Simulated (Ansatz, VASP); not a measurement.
## One calculation of PtSe, two programs

```xyz
2
Lattice="0.0000 3.0374 3.0374 3.0374 0.0000 3.0374 3.0374 3.0374 0.0000" Properties=species:S:1:pos:R:3 pbc="T T T"
Pt    0.0000    0.0000    0.0000
Se    1.5187    1.5187    1.5187
```

Alike in both runs: functional r2SCAN; k mesh 8 × 8 × 8; occupations fermi-dirac, width 0.05 eV; no spin polarisation.

```csv
,VASP,Ansatz
version,VASP 6.6.1,Ansatz 0.2.0
potentials or method,"VASP PAW PBE potentials, release 64 (Pt, Se)",Ansatz PAW
plane-wave cutoff (eV),520,500
valence electrons in the cell,16,34
task,single point,band structure
```

|  | VASP | Ansatz | Ansatz less VASP |
| --- | --- | --- | --- |
| gap on the k mesh at the Fermi level (eV) | none | none | - |
| pressure (GPa) | -13.5 | -13.5 | +0.05 |

VASP's potentials were made for PBE, not for r2SCAN. A gap of «none» marks a metal or a gap that the smearing closes. With one functional, cell and mesh, what is left measures potentials, basis and numerics. VASP's potentials hold 16 valence electrons a cell and Ansatz's 34, so a difference there can come from the potentials and not from the codes.

Spin-orbit coupling is off throughout.
